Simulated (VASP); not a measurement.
# HfN (P4/nmm) in VASP: notebook

Aim: see how the results for HfN move with the level of theory and the settings. Levels: PBE, PBEsol, LDA. Tasks: single point.

Program: VASP 6.6.1. These are calculated values, not measurements. Logs are shortened: lines on timing, memory, paths and dates and some standing lists are left out, and cuts for length are marked.

### Step 1. The cell of the first run

It takes space group P4/nmm (No. 129, tetragonal). The conventional cell has a = 3.846 Å, b = 3.846 Å, c = 4.749 Å, α = 90.00°, β = 90.00°, γ = 90.00°. Hf (site symmetry 4mm) has 4 N at 2.10 Å within 2.8 Å. N (site symmetry -4m2) has 4 Hf at 2.10 Å and 4 N at 2.72 Å within 2.8 Å.

### Step 2. Single point, PBE (volume scaled by 0.980)

INCAR reads:

```
SYSTEM = HfN
ALGO = Normal
EDIFF = 1E-7
ENCUT = 520
GGA = PE
ISIF = 2
ISMEAR = 0
LASPH = .TRUE.
LCHARG = .TRUE.
LELF = .TRUE.
LREAL = .FALSE.
LVHAR = .TRUE.
LWAVE = .FALSE.
NBANDS = 23
NELM = 60
PREC = Accurate
SIGMA = 0.05
```

KPOINTS reads:

```
k-points
0
G
  10 10 8
  0 0 0
```

POSCAR reads:

```
HfN
1.0
    3.8459073335      0.0000000000      0.0000000000
    0.0000000000      3.8459073335      0.0000000000
    0.0000000000      0.0000000000      4.7486567739
Hf N
2 2
Direct
    0.5000000000      0.0000000000      0.1796084009
    0.0000000000      0.5000000000      0.8203915991
    0.0000000000      0.0000000000      0.0000000000
    0.5000000000      0.5000000000      0.0000000000
```

Potentials or basis: VASP PAW PBE potentials, release 64 (Hf_pv, N).

Launch:

```sh
cat potpaw_PBE.64/Hf_pv/POTCAR potpaw_PBE.64/N/POTCAR > POTCAR
mpirun -np 1 vasp_std > vasp.out
```

OUTCAR:

```text
SYSTEM = HfN
   EDIFF = 1E-7
   ENCUT = 520
   GGA = PE
   ISIF = 2
   ISMEAR = 0
   LASPH = .TRUE.
   LREAL = .FALSE.
   NELM = 60
   PREC = Accurate

 ion  position               nearest neighbor table
   1  0.500  0.000  0.180-   3 2.10   4 2.10   4 2.10   3 2.10   2 3.21   2 3.21   2 3.21   2 3.21

   2  0.000  0.500  0.820-   3 2.10   4 2.10   3 2.10   4 2.10   1 3.21   1 3.21   1 3.21   1 3.21

   3  0.000  0.000  0.000-   1 2.10   2 2.10   2 2.10   1 2.10
   4  0.500  0.500  0.000-   1 2.10   2 2.10   1 2.10   2 2.10

  LATTYP: Found a simple tetragonal cell.
 ALAT       =     3.8459073335
 C/A-ratio  =     1.2347298991

  Lattice vectors:

 A1 = (   3.8459073335,   0.0000000000,   0.0000000000)
 A2 = (   0.0000000000,   3.8459073335,   0.0000000000)
 A3 = (   0.0000000000,   0.0000000000,   4.7486567739)

Analysis of symmetry for initial positions (statically):
=====================================================================
 Subroutine PRICEL returns:
 Original cell was already a primitive cell.

 Routine SETGRP: Setting up the symmetry group for a
 simple tetragonal supercell.

 Subroutine GETGRP returns: Found 16 space group operations
 (whereof  8 operations were pure point group operations)
 out of a pool of 16 trial point group operations.

The static configuration has the point symmetry D_2d.
 The point group associated with its full space group is D_4h.

Analysis of symmetry for dynamics (positions and initial velocities):
=====================================================================
 Subroutine PRICEL returns:
 Original cell was already a primitive cell.

 Routine SETGRP: Setting up the symmetry group for a
 simple tetragonal supercell.

 Subroutine GETGRP returns: Found 16 space group operations
 (whereof  8 operations were pure point group operations)
 out of a pool of 16 trial point group operations.

The dynamic configuration has the point symmetry D_2d.
 The point group associated with its full space group is D_4h.

 Subroutine INISYM returns: Found 16 space group operations
 (whereof  8 operations are pure point group operations),
 and found     1 'primitive' translations

----------------------------------------------------------------------------------------

                                     Primitive cell

  volume of cell :      70.2374

  direct lattice vectors                    reciprocal lattice vectors
     3.845907334  0.000000000  0.000000000     0.260016665  0.000000000  0.000000000
     0.000000000  3.845907334  0.000000000     0.000000000  0.260016665  0.000000000
     0.000000000  0.000000000  4.748656774     0.000000000  0.000000000  0.210585866

  length of vectors
     3.845907334  3.845907334  4.748656774     0.260016665  0.260016665  0.210585866

  position of ions in fractional coordinates (direct lattice)
     0.500000000  0.000000000  0.179608401
     0.000000000  0.500000000  0.820391599
     0.000000000  0.000000000  0.000000000
     0.500000000  0.500000000  0.000000000

  ion indices of the primitive-cell ions
   primitive index   ion index
                 1           1
                 2           2
                 3           3
                 4           4

----------------------------------------------------------------------------------------

 KPOINTS: k-points

Automatic generation of k-mesh.
 Grid dimensions read from file:
 generate k-points for:   10   10    8

 Generating k-lattice:

  Cartesian coordinates                     Fractional coordinates (reciprocal lattice)
     0.026001667  0.000000000  0.000000000     0.100000000  0.000000000  0.000000000
     0.000000000  0.026001667  0.000000000     0.000000000  0.100000000  0.000000000
     0.000000000  0.000000000  0.026323233     0.000000000  0.000000000  0.125000000

  Length of vectors
     0.026001667  0.026001667  0.026323233

  Shift w.r.t. Gamma in fractional coordinates (k-lattice)
     0.000000000  0.000000000  0.000000000

 Subroutine IBZKPT returns following result:
 ===========================================

 Found    105 irreducible k-points:

 Following reciprocal coordinates:
            Coordinates               Weight
  0.000000  0.000000  0.000000      1.000000
  0.100000  0.000000  0.000000      4.000000
  0.200000  0.000000  0.000000      4.000000
  0.300000  0.000000  0.000000      4.000000
  0.400000  0.000000  0.000000      4.000000
  0.500000  0.000000  0.000000      2.000000
[... 16 lines left out ...]
  0.100000  0.000000  0.125000      8.000000
  0.200000  0.000000  0.125000      8.000000
 [... further k-points ...]
   k-points           NKPTS =    105   k-points in BZ     NKDIM =    105   number of bands    NBANDS=     23
   number of dos      NEDOS =    301   number of ions     NIONS =      4
   total plane-waves  NPLWV =  32400
   dimension x,y,z NGX =    30 NGY =   30 NGZ =   36
   dimension x,y,z NGXF=    60 NGYF=   60 NGZF=   72
   ions per type =               2   2
   NGX,Y,Z   is equivalent  to a cutoff of  12.97, 12.97, 12.60 a.u.
   NGXF,Y,Z  is equivalent  to a cutoff of  25.94, 25.94, 25.21 a.u.
 SYSTEM =  HfN
   PREC   = accura    normal or accurate (medium, high low for compatibility)
   ISTART =      0    job   : 0-new  1-cont  2-samecut
   ICHARG =      2    charge: 1-file 2-atom 10-const
   ISPIN  =      1    spin polarized calculation?
   LNONCOLLINEAR =      F non collinear calculations
   LSORBIT =      F    spin-orbit coupling
   LASPH  =      T    aspherical Exc in radial PAW
   ENCUT  =  520.0 eV  38.22 Ry    6.18 a.u.   7.15  7.15  8.83*2*pi/ulx,y,z
   NELM   =     60;   NELMIN=  2; NELMDL= -5     # of ELM steps
   EDIFF  = 0.1E-06   stopping-criterion for ELM
   LREAL  =      F    real-space projection
   EDIFFG = 0.1E-05   stopping-criterion for IOM
   NSW    =      0    number of steps for IOM
   IBRION =     -1    ionic relax: 0-MD 1-quasi-New 2-CG
   NFREE  =      0    steps in history (QN), initial steepest desc. (CG)
   ISIF   =      2    stress and relaxation
   ISYM   =      2    0-nonsym 1-usesym 2-fastsym
   POTIM  = 0.5000    time-step for ionic-motion
   TEBEG  =    0.0;   TEEND  =   0.0 temperature during run
   PSTRESS=    0.0 pullay stress
   NELECT =      30.0000    total number of electrons
   NUPDOWN=      -1.0000    fix difference up-down
   EMIN   =  10.00;   EMAX   =-10.00  energy-range for DOS
   EFERMI =   0.00;   METHOD = LEGACY
   ISMEAR =     0;   SIGMA  =   0.05  broadening in eV -4-tet -1-fermi 0-gaus
   EFERMI_NEDOS =   21; number of points for ismear=-14 and -15
   IALGO  =     38    algorithm
   IMIX   =      4    mixing-type and parameters
     AMIX     =   0.40;   BMIX     =  1.00
     AMIX_MAG =   1.60;   BMIX_MAG =  1.00
  volume/ion in A,a.u.               =      17.56       118.50
  Fermi-wavevector in a.u.,A,eV,Ry     =   1.232894  2.329832 20.681235  1.520028
  Thomas-Fermi vector in A             =   2.367646
   LORBIT       =      0    0 simple, 1 ext, 2 COOP (PROOUT), +10 PAW based schemes
   GGA     = PE    functional components
   LHFCALC =     F    Hartree Fock is set to
   AEXX    =    0.0000 exact exchange contribution
   IVDW    =     0    specifies the selected vdW correction
   LEPSILON=     F    determine dielectric tensor
   LRPA    =     F    only Hartree local field effects (RPA)
 non-spin polarized calculation
 Gauss-broadening in eV      SIGMA  =   0.05
  energy-cutoff  :      520.00
  volume of cell :       70.24
 maximum number of plane-waves:      1916
 NGX is ok and might be reduce to    30
   NGX = 15   NGY = 15   NGZ = 17

 number of electron      30.0000001 magnetization

 Free energy of the ion-electron system (eV)
  ---------------------------------------------------
  ext. energy  EPLUGINS =         0.00000000
  ---------------------------------------------------
  free energy    TOTEN  =       -41.23177502 eV

  energy without entropy =      -41.22957695  energy(sigma->0) =      -41.23067598

 E-fermi :   4.0635     XC(G=0): -10.2502

 val. band max:        4.0559222320   @ k =   0.5000   0.1000   0.3750
 cond. band min:       4.0743350444   @ k =   0.4000   0.1000   0.2500
 fundamental gap:      0.0184128124
 Fermi energy:         4.0634785757

 k-point     1 :       0.0000    0.0000    0.0000
  band No.  band energies     occupation
      1     -27.4438      2.00000
      2     -27.3448      2.00000
      3     -27.3448      2.00000
      4     -27.1653      2.00000
      5     -27.0636      2.00000
      6     -27.0636      2.00000
[... 15 lines left out ...]
     22       8.9956      0.00000
     23       9.6910      0.00000

 k-point     2 :       0.1000    0.0000    0.0000
  band No.  band energies     occupation
      1     -27.4465      2.00000
      2     -27.3625      2.00000
      3     -27.3374      2.00000
      4     -27.1583      2.00000
      5     -27.0722      2.00000
      6     -27.0700      2.00000
[... 15 lines left out ...]
     22       9.2744      0.00000
     23       9.2795      0.00000

 k-point     3 :       0.2000    0.0000    0.0000
  band No.  band energies     occupation
      1     -27.4552      2.00000
      2     -27.4030      2.00000
      3     -27.3162      2.00000
      4     -27.1455      2.00000
      5     -27.0925      2.00000
      6     -27.0886      2.00000
[... 15 lines left out ...]
     22       9.0130      0.00000
     23       9.6679      0.00000

 k-point     4 :       0.3000    0.0000    0.0000
  band No.  band energies     occupation
      1     -27.4698      2.00000
      2     -27.4463      2.00000
      3     -27.2834      2.00000
      4     -27.1363      2.00000
      5     -27.1180      2.00000
      6     -27.1131      2.00000
[... 15 lines left out ...]
     22       9.4242      0.00000
     23       9.6518      0.00000

 k-point     5 :       0.4000    0.0000    0.0000
  band No.  band energies     occupation
      1     -27.4848      2.00000
      2     -27.4778      2.00000
      3     -27.2428      2.00000
      4     -27.1559      2.00000
      5     -27.1324      2.00000
      6     -27.1259      2.00000
[... 15 lines left out ...]
     22       9.6625      0.00000
     23       9.6817      0.00000

 k-point     6 :       0.5000    0.0000    0.0000
  band No.  band energies     occupation
      1     -27.4903      2.00000
      2     -27.4903      2.00000
      3     -27.1988      2.00000
      4     -27.1988      2.00000
      5     -27.1307      2.00000
      6     -27.1307      2.00000
[... 15 lines left out ...]
     22       9.7215      0.00000
     23       9.7566      0.00000

 k-point     7 :       0.1000    0.1000    0.0000
  band No.  band energies     occupation
      1     -27.4493      2.00000
      2     -27.3667      2.00000
      3     -27.3446      2.00000
      4     -27.1505      2.00000
      5     -27.0924      2.00000
      6     -27.0641      2.00000
[... 353 lines left out ...]
     22       8.5091      0.00000
     23       9.8377      0.00000

 k-point    21 :       0.5000    0.5000    0.0000
  band No.  band energies     occupation
      1     -27.5677      2.00000
      2     -27.5677      2.00000
      3     -27.2829      2.00000
      4     -27.2829      2.00000
      5     -27.0688      2.00000
      6     -27.0688      2.00000
[... 15 lines left out ...]
     22       8.6392      0.00000
     23       9.7684      0.00000

 k-point    22 :       0.0000    0.0000    0.1250
  band No.  band energies     occupation
      1     -27.4412      2.00000
      2     -27.3437      2.00000
      3     -27.3437      2.00000
      4     -27.1694      2.00000
      5     -27.0647      2.00000
      6     -27.0647      2.00000
[... 15 lines left out ...]
     22       9.1749      0.00000
     23       9.7541      0.00000

 k-point    23 :       0.1000    0.0000    0.1250
  band No.  band energies     occupation
      1     -27.4446      2.00000
      2     -27.3619      2.00000
      3     -27.3364      2.00000
      4     -27.1617      2.00000
      5     -27.0726      2.00000
      6     -27.0710      2.00000
[... 15 lines left out ...]
     22       9.3030      0.00000
     23       9.4949      0.00000

 k-point    24 :       0.2000    0.0000    0.1250
  band No.  band energies     occupation
      1     -27.4551      2.00000
      2     -27.4033      2.00000
      3     -27.3152      2.00000
      4     -27.1477      2.00000
      5     -27.0912      2.00000
      6     -27.0895      2.00000
[... 15 lines left out ...]
     22       8.9013      0.00000
     23       9.7297      0.00000

 [... further k-points ...]

------------------------ aborting loop because EDIFF is reached ----------------------------------------

  FORCE on cell =-STRESS in cart. coord.  units (eV):
  Direction    XX          YY          ZZ          XY          YZ          ZX
  --------------------------------------------------------------------------------------
  -------------------------------------------------------------------------------------
  Total       -0.0800812     -0.0800812      0.2298961      0.0000000      0.0000000      0.0000000
  in kB       -1.8267240     -1.8267240      5.2441335      0.0000000      0.0000000      0.0000000
  external PRESSURE =       0.5302285 kB  Pullay stress =       0.0000000 kB

 VOLUME and BASIS-vectors are now :
 -----------------------------------------------------------------------------
  energy-cutoff  :      520.00
  volume of cell :       70.24
      direct lattice vectors                 reciprocal lattice vectors
     3.845907334  0.000000000  0.000000000     0.260016665  0.000000000  0.000000000
     0.000000000  3.845907334  0.000000000     0.000000000  0.260016665  0.000000000
     0.000000000  0.000000000  4.748656774     0.000000000  0.000000000  0.210585866

 POSITION                                       TOTAL-FORCE (eV/Angst)
 -----------------------------------------------------------------------------------
      1.92295      0.00000      0.85290        -0.000000      0.000000     -0.182150
      0.00000      1.92295      3.89576         0.000000     -0.000000      0.182150
      0.00000      0.00000      0.00000         0.000000      0.000000      0.000000
      1.92295      1.92295      0.00000        -0.000000     -0.000000      0.000000
 -----------------------------------------------------------------------------------
    total drift:                                0.000000      0.000000     -0.000000

  FREE ENERGIE OF THE ION-ELECTRON SYSTEM (eV)
  ---------------------------------------------------
  free  energy   TOTEN  =       -41.2317750201 eV

  energy  without entropy=      -41.2295769471  energy(sigma->0) =      -41.23067598
```

Wall time 2.9 min (1 thread of Intel Xeon Platinum 8259CL at 2.50GHz (Skylake/Cascade Lake), shared host); peak memory 0.28 GiB.

Results:

```yaml
Free_energy: -41.2318 eV
Pressure: 0.1 GPa
Largest_force: 0.182 eV/Å
Band_gap_on_the_k_mesh: zero (band 15 reaches 5.11 eV, above the bottom of band 16 at 2.87 eV)
```

Forces in eV/Å, atoms in the order of the input:
```
Hf   0.000  0.000 -0.182
Hf   0.000  0.000  0.182
N    0.000  0.000  0.000
N    0.000  0.000  0.000
```

Stress tensor (GPa, compression positive):
```
-0.18  0.00  0.00
 0.00 -0.18  0.00
 0.00  0.00  0.52
```

Caveat: spin-orbit coupling is left out, which moves the levels of the heavy elements.

(Part 1 of 2 ends here.)
